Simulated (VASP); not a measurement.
Wanted: the native input for a VASP 6.6.1 run.

```yaml
Task: relaxation of cell and atoms
Functional: PBEsol
Potentials_or_basis: VASP PAW PBE potentials, release 64 (Be, S)
Cutoff: 600 eV
k_mesh: 8 × 8 × 8
Occupations: gaussian, width 0.01 eV
Spin: no spin polarisation
Target_pressure: 4 GPa
Dipole_correction: no
Further_INCAR_settings: ALGO = Normal; EDIFF = 1e-06; IBRION = 2; EDIFFG = -0.002; NSW = 100; ISIF = 3
```

The structure of BeS lies in POSCAR:

```
BeS
1.0
    2.4189645438      2.4189645438      0.0000000000
   -2.4189645438      2.4189645438      0.0000000000
    0.0000000000      2.4189645438      2.4189645438
Be S
1 1
Direct
    0.0000000000      0.0000000000      0.0000000000
    0.7500000000      0.2500000000      0.5000000000
```

The input as run:

INCAR

```
SYSTEM = BeS
PREC     = Accurate       ! precision mode
ENCUT    = 600            ! plane-wave cutoff, eV
EDIFF    = 1E-6           ! SCF threshold, eV
ISMEAR   = 0              ! smearing method
SIGMA    = 0.01           ! smearing width, eV
LREAL    = .False.        ! projectors in reciprocal space
LASPH    = .True.         ! aspherical terms in the spheres
NELM     = 80             ! most SCF steps
ALGO     = Normal         ! electronic algorithm
ISIF     = 3              ! what is computed and relaxed
LWAVE    = .False.        ! write WAVECAR
LCHARG   = .False.        ! write CHGCAR
GGA      = PS             ! functional
IBRION   = 2              ! ionic algorithm
NSW      = 100            ! ionic steps
EDIFFG   = -0.002         ! ionic threshold
PSTRESS  = 40.0
```

KPOINTS

```
regular mesh
0
Gamma
  8 8 8
  0 0 0
```

Potentials or basis: VASP PAW PBE potentials, release 64 (Be, S).

Command:

```bash
$ cat potpaw_PBE.64/Be/POTCAR potpaw_PBE.64/S/POTCAR > POTCAR
$ mpirun -np 1 vasp_std > vasp.out
```

It gave:

```
Relaxed volume                                         : 13.65 Å³/atom
Relaxed cell                                           : a = 3.380 Å, b = 3.380 Å, c = 3.380 Å, α = 60.00°, β = 60.00°, γ = 90.00°
Space group after relaxing (to 0.05 Å)                 : F-43m (No. 216)
Energy change on relaxing (the enthalpy is what falls) : +6.5 meV/atom
Ionic steps                                            : 3
Pressure after relaxing                                : 4.0 GPa
Band gap on the k mesh                                 : 2.82 eV, indirect (least direct gap 5.59 eV)
```

Caveat: the cell is relaxed towards a set pressure, so the enthalpy falls and the energy may rise; the PAW data sets were made with another functional, which shifts forces and pressure a little.

Run time: 17 s on 1 thread of Intel(R) Xeon(R) Platinum 8259CL CPU @ 2.50GHz (Skylake/Cascade Lake), with other jobs on the host, peak memory 0.15 GiB.
